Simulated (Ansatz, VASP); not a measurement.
## One calculation of C, two programs

```
CELL_PARAMETERS angstrom
2.48849 0.00000 0.00000
-1.24425 2.15510 0.00000
0.00000 0.00000 8.63597
ATOMIC_POSITIONS crystal
C 0.66667 0.33333 0.00000
C 0.33333 0.66667 0.00000
```

Alike in both runs: task single point; functional HSE06; k mesh 8 × 8 × 2; occupations fermi-dirac, width 0.05 eV; no spin polarisation.

|  | VASP | Ansatz |
| --- | --- | --- |
| version | VASP 6.6.1 | Ansatz 0.2.0 |
| potentials or method | VASP PAW PBE potentials, release 64 (C) | Ansatz PAW |
| plane-wave cutoff (eV) | 520 | 420 |
| valence electrons in the cell | 8 | 8 |

|  | VASP | Ansatz | Ansatz less VASP |
| --- | --- | --- | --- |
| gap on the k mesh at the Fermi level (eV) | 2.37 | 2.37 | +0.001 |
| least direct gap on the mesh (eV) | 2.37 | 2.37 | 0.000 |
